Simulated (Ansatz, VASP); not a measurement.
# HfC: VASP beside Ansatz

INCAR

```
SYSTEM = HfC
  PREC = Accurate
  ENCUT = 520
  EDIFF = 1E-6
  ISMEAR = 0
  SIGMA = 0.05
  LREAL = .FALSE.
  LASPH = .TRUE.
  NELM = 100
  ALGO = Normal
  ISIF = 2
  LWAVE = .FALSE.
  LCHARG = .TRUE.
  GGA = PE
  IVDW = 13
  LELF = .TRUE.
  LVHAR = .TRUE.
  NBANDS = 14
```

KPOINTS

```
regular mesh
0
G
  8 8 8
  0 0 0
```

POSCAR

```
HfC
1.0
    0.0000000000      2.3079576481      2.3079576481
    2.3079576481      0.0000000000      2.3079576481
    2.3079576481      2.3079576481      0.0000000000
Hf C
1 1
Direct
    0.5000000000      0.5000000000      0.5000000000
    0.0000000000      0.0000000000      0.0000000000
```

Input for Ansatz:

```yaml
crystal:
  lattice:
    - [0.0, 2.3079576481, 2.3079576481]
    - [2.3079576481, 0.0, 2.3079576481]
    - [2.3079576481, 2.3079576481, 0.0]
  atoms:
    - { symbol: Hf, position: [0.5, 0.5, 0.5] }
    - { symbol: C, position: [0.0, 0.0, 0.0] }
basis:
  ecutwfc: 420
  ecutrho_ratio: 4
kpoints:
  mp_grid: { grid: [8, 8, 8] }
hamiltonian:
  xc: pbe
  dispersion: d4
scf:
  occupations: { method: gaussian, width: 0.05 }
output:
  forces: true
  stress: true
  eigenvalues: true
```

Alike in both runs: task single point; functional PBE; dispersion D4; k mesh 8 × 8 × 8; occupations gaussian, width 0.05 eV; no spin polarisation.

```csv
,VASP,Ansatz
version,VASP 6.6.1,Ansatz 0.2.0
potentials or method,"VASP PAW PBE potentials, release 64 (Hf_pv, C), cutoff 520 eV","scalar-relativistic, plane waves, PAW"
valence electrons in the cell,14,30
```

Ansatz gave:

| Quantity | Value |
| --- | --- |
| gap on the k mesh at the Fermi level (eV) | none |
| pressure (GPa) | 2.0 |

Q: Which values does VASP return?

A: gap on the k mesh at the Fermi level (eV): none; pressure (GPa): 1.4.

A gap of «none» marks a metal or a gap that the smearing closes. VASP's potentials hold 14 valence electrons a cell and Ansatz's 30, so a difference there can come from the potentials and not from the codes.

Spin-orbit coupling is off throughout.
